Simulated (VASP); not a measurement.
# AlN (P1) in VASP: single point with PBE

Aim: the single point of AlN with PBE.

Program: VASP 6.6.1. These are calculated values, not measurements. Logs are shortened: lines on timing, memory, paths and dates and some standing lists are left out, and cuts for length are marked.

**1. The cell of the first run**

The typed cell holds 4 atoms: a = 3.114 Å, b = 3.114 Å, c = 4.403 Å, α = 90.00°, β = 90.00°, γ = 90.00°.

**2. Single point, PBE**

INCAR reads:

```
SYSTEM = AlN
  PREC = Accurate
  ENCUT = 520
  EDIFF = 1E-6
  ISMEAR = 0
  SIGMA = 0.05
  LREAL = .FALSE.
  LASPH = .TRUE.
  NELM = 100
  ALGO = Normal
  ISIF = 2
  LWAVE = .FALSE.
  LCHARG = .FALSE.
  GGA = PE
  NBANDS = 16
```

KPOINTS reads:

```
regular mesh
0
G
  8 8 6
  0 0 0
```

POSCAR reads:

```
AlN
1.0
    0.0000000000     -2.2015871054     -2.2015871054
    0.0000000000      2.2015871054     -2.2015871054
    4.4031742107      0.0000000000      0.0000000000
Al N
2 2
Direct
    0.4947181823      0.5408815937      0.4535497191
    0.0052818177     -0.0408815937      0.0464502809
   -0.0768898579      0.5304747074      0.1998625126
    0.5768898579     -0.0304747074      0.8001374874
```

Potentials or basis: VASP PAW PBE potentials, release 64 (Al, N).

Command:

```
$ cat potpaw_PBE.64/Al/POTCAR potpaw_PBE.64/N/POTCAR > POTCAR
$ mpirun -np 1 vasp_std > vasp.out
```

OUTCAR:

```text
SYSTEM = AlN
   PREC = Accurate
   ENCUT = 520
   EDIFF = 1E-6
   ISMEAR = 0
   LREAL = .FALSE.
   LASPH = .TRUE.
   NELM = 100
   ISIF = 2
   GGA = PE

 ion  position               nearest neighbor table
   1  0.495  0.541  0.454-   3 1.74   4 2.04   3 2.10   4 2.36   2 2.69   2 2.73   2 2.97   2 3.00
                             2 3.29   2 3.32
   2  0.005  0.959  0.046-   3 1.52   4 1.72   3 1.92   4 2.08   1 2.69   1 2.73   1 2.97   1 3.00
                             1 3.29   1 3.32
   3  0.923  0.530  0.200-   2 1.52   1 1.74   2 1.92   1 2.10
   4  0.577  0.970  0.800-   2 1.72   1 2.04   2 2.08   1 2.36

  LATTYP: Found a simple tetragonal cell.
 ALAT       =     3.1135143432
 C/A-ratio  =     1.4142135623

  Lattice vectors:

 A1 = (   0.0000000000,  -2.2015871054,  -2.2015871054)
 A2 = (   0.0000000000,   2.2015871054,  -2.2015871054)
 A3 = (   4.4031742107,   0.0000000000,   0.0000000000)

Analysis of symmetry for initial positions (statically):
=====================================================================
 Subroutine PRICEL returns:
 Original cell was already a primitive cell.

 Routine SETGRP: Setting up the symmetry group for a
 simple tetragonal supercell.

 Subroutine GETGRP returns: Found  1 space group operations
 (whereof  1 operations were pure point group operations)
 out of a pool of 16 trial point group operations.

The static configuration has the point symmetry C_1 .

Analysis of symmetry for dynamics (positions and initial velocities):
=====================================================================
 Subroutine PRICEL returns:
 Original cell was already a primitive cell.

 Routine SETGRP: Setting up the symmetry group for a
 simple tetragonal supercell.

 Subroutine GETGRP returns: Found  1 space group operations
 (whereof  1 operations were pure point group operations)
 out of a pool of 16 trial point group operations.

The dynamic configuration has the point symmetry C_1 .

 Subroutine INISYM returns: Found  1 space group operations
 (whereof  1 operations are pure point group operations),
 and found     1 'primitive' translations

----------------------------------------------------------------------------------------

                                     Primitive cell

  volume of cell :      42.6842

  direct lattice vectors                    reciprocal lattice vectors
     0.000000000 -2.201587105 -2.201587105     0.000000000 -0.227108888 -0.227108888
     0.000000000  2.201587105 -2.201587105     0.000000000  0.227108888 -0.227108888
     4.403174211  0.000000000  0.000000000     0.227108888  0.000000000  0.000000000

  length of vectors
     3.113514343  3.113514343  4.403174211     0.321180470  0.321180470  0.227108888

  position of ions in fractional coordinates (direct lattice)
     0.494718182  0.540881594  0.453549719
     0.005281818  0.959118406  0.046450281
     0.923110142  0.530474707  0.199862513
     0.576889858  0.969525293  0.800137487

  ion indices of the primitive-cell ions
   primitive index   ion index
                 1           1
                 2           2
                 3           3
                 4           4

----------------------------------------------------------------------------------------

 KPOINTS: regular mesh

Automatic generation of k-mesh.
 Grid dimensions read from file:
 generate k-points for:    8    8    6

 Generating k-lattice:

  Cartesian coordinates                     Fractional coordinates (reciprocal lattice)
     0.000000000 -0.028388611 -0.028388611     0.125000000  0.000000000  0.000000000
     0.000000000  0.028388611 -0.028388611     0.000000000  0.125000000  0.000000000
     0.037851481  0.000000000  0.000000000     0.000000000  0.000000000  0.166666667

  Length of vectors
     0.040147559  0.040147559  0.037851481

  Shift w.r.t. Gamma in fractional coordinates (k-lattice)
     0.000000000  0.000000000  0.000000000

 Subroutine IBZKPT returns following result:
 ===========================================

 Found    196 irreducible k-points:

 Following reciprocal coordinates:
            Coordinates               Weight
  0.000000  0.000000  0.000000      1.000000
  0.125000  0.000000  0.000000      2.000000
  0.000000  0.125000  0.000000      2.000000
  0.250000  0.000000  0.000000      2.000000
  0.000000  0.250000  0.000000      2.000000
  0.375000  0.000000  0.000000      2.000000
[... 16 lines left out ...]
 -0.250000  0.250000  0.000000      2.000000
  0.375000  0.250000  0.000000      2.000000
 [... further k-points ...]
   k-points           NKPTS =    196   k-points in BZ     NKDIM =    196   number of bands    NBANDS=     16
   number of dos      NEDOS =    301   number of ions     NIONS =      4
   total plane-waves  NPLWV =  20736
   dimension x,y,z NGX =    24 NGY =   24 NGZ =   36
   dimension x,y,z NGXF=    48 NGYF=   48 NGZF=   72
   ions per type =               2   2
   NGX,Y,Z   is equivalent  to a cutoff of  12.81, 12.81, 13.59 a.u.
   NGXF,Y,Z  is equivalent  to a cutoff of  25.63, 25.63, 27.18 a.u.
 SYSTEM =  AlN
   PREC   = accura    normal or accurate (medium, high low for compatibility)
   ISTART =      0    job   : 0-new  1-cont  2-samecut
   ICHARG =      2    charge: 1-file 2-atom 10-const
   ISPIN  =      1    spin polarized calculation?
   LNONCOLLINEAR =      F non collinear calculations
   LSORBIT =      F    spin-orbit coupling
   LASPH  =      T    aspherical Exc in radial PAW
   ENCUT  =  520.0 eV  38.22 Ry    6.18 a.u.   5.79  5.79  8.19*2*pi/ulx,y,z
   NELM   =    100;   NELMIN=  2; NELMDL= -5     # of ELM steps
   EDIFF  = 0.1E-05   stopping-criterion for ELM
   LREAL  =      F    real-space projection
   EDIFFG = 0.1E-04   stopping-criterion for IOM
   NSW    =      0    number of steps for IOM
   IBRION =     -1    ionic relax: 0-MD 1-quasi-New 2-CG
   NFREE  =      0    steps in history (QN), initial steepest desc. (CG)
   ISIF   =      2    stress and relaxation
   ISYM   =      2    0-nonsym 1-usesym 2-fastsym
   POTIM  = 0.5000    time-step for ionic-motion
   TEBEG  =    0.0;   TEEND  =   0.0 temperature during run
   PSTRESS=    0.0 pullay stress
   NELECT =      16.0000    total number of electrons
   NUPDOWN=      -1.0000    fix difference up-down
   EMIN   =  10.00;   EMAX   =-10.00  energy-range for DOS
   EFERMI =   0.00;   METHOD = LEGACY
   ISMEAR =     0;   SIGMA  =   0.05  broadening in eV -4-tet -1-fermi 0-gaus
   EFERMI_NEDOS =   21; number of points for ismear=-14 and -15
   IALGO  =     38    algorithm
   IMIX   =      4    mixing-type and parameters
     AMIX     =   0.40;   BMIX     =  1.00
     AMIX_MAG =   1.60;   BMIX_MAG =  1.00
  volume/ion in A,a.u.               =      10.67        72.01
  Fermi-wavevector in a.u.,A,eV,Ry     =   1.180390  2.230614 18.957286  1.393321
  Thomas-Fermi vector in A             =   2.316684
   LORBIT       =      0    0 simple, 1 ext, 2 COOP (PROOUT), +10 PAW based schemes
   GGA     = PE    functional components
   LHFCALC =     F    Hartree Fock is set to
   AEXX    =    0.0000 exact exchange contribution
   IVDW    =     0    specifies the selected vdW correction
   LEPSILON=     F    determine dielectric tensor
   LRPA    =     F    only Hartree local field effects (RPA)
 non-spin polarized calculation
 Gauss-broadening in eV      SIGMA  =   0.05
  energy-cutoff  :      520.00
  volume of cell :       42.68
 maximum number of plane-waves:      1176
   NGX = 11   NGY = 11   NGZ = 17

 number of electron      16.0000002 magnetization

 Free energy of the ion-electron system (eV)
  ---------------------------------------------------
  ext. energy  EPLUGINS =         0.00000000
  ---------------------------------------------------
  free energy    TOTEN  =       -25.17659956 eV

  energy without entropy =      -25.17659910  energy(sigma->0) =      -25.17659933

 E-fermi :   7.3098     XC(G=0): -10.8216

 val. band max:        7.1889871927   @ k =   0.5000   0.0000   0.5000
 cond. band min:       7.4299385058   @ k =   0.5000   0.5000   0.0000
 fundamental gap:      0.2409513131
 Fermi energy:         7.3098183603

 k-point     1 :       0.0000    0.0000    0.0000
  band No.  band energies     occupation
      1      -9.8790      2.00000
      2      -5.9761      2.00000
      3       0.6606      2.00000
      4       2.7669      2.00000
      5       3.0831      2.00000
      6       5.2668      2.00000
[... 8 lines left out ...]
     15      19.3872      0.00000
     16      21.3539      0.00000

 k-point     2 :       0.1250    0.0000    0.0000
  band No.  band energies     occupation
      1      -9.7513      2.00000
      2      -5.9500      2.00000
      3       0.7906      2.00000
      4       2.3071      2.00000
      5       2.8498      2.00000
      6       5.3639      2.00000
[... 8 lines left out ...]
     15      19.0129      0.00000
     16      20.3962      0.00000

 k-point     3 :       0.0000    0.1250    0.0000
  band No.  band energies     occupation
      1      -9.7473      2.00000
      2      -5.9702      2.00000
      3       0.8272      2.00000
      4       2.1429      2.00000
      5       3.1566      2.00000
      6       5.3264      2.00000
[... 8 lines left out ...]
     15      19.2647      0.00000
     16      20.4385      0.00000

 k-point     4 :       0.2500    0.0000    0.0000
  band No.  band energies     occupation
      1      -9.4058      2.00000
      2      -5.9200      2.00000
      3       0.7704      2.00000
      4       1.4788      2.00000
      5       3.0249      2.00000
      6       4.2739      2.00000
[... 8 lines left out ...]
     15      18.4486      0.00000
     16      19.6445      0.00000
[... 324 lines left out ...]
 k-point    22 :       0.2500    0.2500    0.0000
  band No.  band energies     occupation
      1      -8.9659      2.00000
      2      -5.8385      2.00000
      3       0.9800      2.00000
      4       1.6448      2.00000
      5       2.0038      2.00000
      6       4.1907      2.00000
[... 8 lines left out ...]
     15      18.9727      0.00000
     16      19.3759      0.00000

 k-point    23 :      -0.2500    0.2500    0.0000
  band No.  band energies     occupation
      1      -8.9611      2.00000
      2      -5.8565      2.00000
      3       1.2456      2.00000
      4       1.4276      2.00000
      5       2.0022      2.00000
      6       4.1071      2.00000
[... 8 lines left out ...]
     15      18.9933      0.00000
     16      19.4294      0.00000

 k-point    24 :       0.3750    0.2500    0.0000
  band No.  band energies     occupation
      1      -8.5989      2.00000
      2      -5.7733      2.00000
      3       0.2775      2.00000
      4       1.6549      2.00000
      5       2.3897      2.00000
      6       3.7824      2.00000
[... 8 lines left out ...]
     15      18.8260      0.00000
     16      19.9306      0.00000

 [... further k-points ...]

------------------------ aborting loop because EDIFF is reached ----------------------------------------

  FORCE on cell =-STRESS in cart. coord.  units (eV):
  Direction    XX          YY          ZZ          XY          YZ          ZX
  --------------------------------------------------------------------------------------
  -------------------------------------------------------------------------------------
  Total        3.9589640      7.3339794     11.8159398     -5.6564157     -5.0593276      6.2006375
  in kB      148.6019573    275.2850683    443.5179922   -212.3167646   -189.9047256    232.7444392
  external PRESSURE =     289.1350059 kB  Pullay stress =       0.0000000 kB

 VOLUME and BASIS-vectors are now :
 -----------------------------------------------------------------------------
  energy-cutoff  :      520.00
  volume of cell :       42.68
      direct lattice vectors                 reciprocal lattice vectors
     0.000000000 -2.201587105 -2.201587105     0.000000000 -0.227108888 -0.227108888
     0.000000000  2.201587105 -2.201587105     0.000000000  0.227108888 -0.227108888
     4.403174211  0.000000000  0.000000000     0.227108888  0.000000000  0.000000000

 POSITION                                       TOTAL-FORCE (eV/Angst)
 -----------------------------------------------------------------------------------
      1.99706      0.10163     -2.27996         5.520862      0.739555      1.584429
      0.20453      2.09995     -2.12321        -7.727933      4.736202    -10.616055
      0.88003     -0.86442     -3.20019         7.298983     -9.261713      5.953794
      3.52314      0.86442     -3.40457        -5.091912      3.785956      3.077831
 -----------------------------------------------------------------------------------
    total drift:                                0.000055     -0.000195      0.000705

  FREE ENERGIE OF THE ION-ELECTRON SYSTEM (eV)
  ---------------------------------------------------
  free  energy   TOTEN  =       -25.1765995610 eV

  energy  without entropy=      -25.1765990985  energy(sigma->0) =      -25.17659933
```

It took 34 s on 1 thread of Intel Xeon 6975P-C (Granite Rapids), shared host; peak memory 0.23 GiB.

What came out:

| Property | Result |
| --- | --- |
| Free energy | -25.1766 eV |
| Pressure | 28.9 GPa |
| Largest force | 13.959 eV/Å |
| Band gap on the k mesh | 0.24 eV, indirect (least direct gap 0.91 eV) |

Forces in eV/Å, atoms in the order of the input:
```
Al    5.521   0.740   1.584
Al   -7.728   4.736 -10.616
N     7.299  -9.262   5.954
N    -5.092   3.786   3.078
```

Stress tensor (GPa, compression positive):
```
 14.86 -21.23  23.27
-21.23  27.53 -18.99
 23.27 -18.99  44.35
```

Caveat: forces of over 1 eV/Å act on the atoms, so gaps and moduli don't describe the material at rest. A k mesh can miss the band edges.
